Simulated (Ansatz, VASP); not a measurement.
# Two plane-wave programs on C

INCAR

```
  ALGO = Normal
  DIPOL = 0.5 0.5 0.349
  EDIFF = 1E-7
  ENCUT = 520
  GGA = PE
  IDIPOL = 3
  ISIF = 2
  ISMEAR = 0
  IVDW = 12
  LASPH = True
  LCHARG = False
  LDIPOL = True
  LREAL = False
  LWAVE = False
  NBANDS = 16
  NELM = 80
  PREC = Accurate
  SIGMA = 0.1
```

The input KPOINTS:

```
k-points
0
Gamma
  15 15 1
```

File POSCAR:

```
C
1.0
    2.4657005716      0.0000000000      0.0000000000
   -1.2328502858      2.1353593332      0.0000000000
    0.0000000000      0.0000000000     17.5000000000
C
4
Direct
    0.3333333333      0.6666666667      0.2571428571
    0.6666666667      0.3333333333      0.2571428571
    0.3333333333      0.6666666667      0.4405714286
    0.6666666667      0.3333333333      0.4405714286
```

Input for Ansatz:

```yaml
crystal:
  lattice:
    - [2.4657005716, 0.0, 0.0]
    - [-1.2328502858, 2.1353593332, 0.0]
    - [0.0, 0.0, 17.5]
  atoms:
    - { symbol: C, position: [0.3333333333, 0.6666666667, 0.2571428571] }
    - { symbol: C, position: [0.6666666667, 0.3333333333, 0.2571428571] }
    - { symbol: C, position: [0.3333333333, 0.6666666667, 0.4405714286] }
    - { symbol: C, position: [0.6666666667, 0.3333333333, 0.4405714286] }
basis:
  ecutwfc: 420
kpoints:
  mp_grid: { grid: [15, 15, 1] }
hamiltonian:
  xc: pbe
  pseudopotentials: { kind: paw, azcp: { folder: soft_1 } }
  dispersion: d3bj
scf:
  occupations: { method: gaussian, width: 0.1 }
output:
  forces: true
  eigenvalues: true
efield:
  axis: 3
  dipole_correction: true
  ramp_width: 0.04
```

Alike in both runs: task single point; functional PBE; dispersion D3(BJ); k mesh 15 × 15 × 1; occupations gaussian, width 0.1 eV; no spin polarisation.

|  | VASP | Ansatz |
| --- | --- | --- |
| version | VASP 6.6.1 | Ansatz 0.2.0 |
| potentials or method | VASP PAW PBE potentials, release 64 (C), cutoff 520 eV | scalar-relativistic, plane waves, PAW |
| valence electrons in the cell | 16 | 16 |

```tsv
	VASP	Ansatz	Ansatz less VASP
gap on the k mesh at the Fermi level (eV)	0.87	0.87	-0.001
least direct gap on the mesh (eV)	0.87	0.87	-0.001
rms of the force components (eV/Å)	0.064	0.064	-0.0001
```

Atom by atom the forces differ by 0.000 eV/Å (rms over components).
